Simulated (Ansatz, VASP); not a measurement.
Al: VASP beside Ansatz

```
Al
1.0
     2.69620    0.00000    0.00000
    -1.34810    2.33498    0.00000
     0.00000    0.00000   10.03950
Al
4
Direct
  0.00000 0.00000 0.00000
  0.33333 0.66667 0.25000
  0.00000 0.00000 0.50000
  0.66667 0.33333 0.75000
```

Alike in both runs: task single point; functional PBE; dispersion D3(BJ); k mesh 18 × 18 × 4; occupations gaussian, width 0.15 eV; no spin polarisation.

|  | VASP | Ansatz |
| --- | --- | --- |
| version | VASP 6.6.1 | Ansatz 0.2.0 |
| potentials or method | VASP PAW PBE potentials, release 64 (Al), cutoff 520 eV | scalar-relativistic, plane waves, PAW |
| valence electrons in the cell | 12 | 12 |

```tsv
	VASP	Ansatz	Ansatz less VASP
gap on the k mesh at the Fermi level (eV)	none	none	-
pressure (GPa)	2.4	2.4	0.00
traceless stress, the component that is largest in VASP (GPa)	-7.77	-7.77	-0.001
```

A gap of «none» marks a metal or a gap that the smearing closes.
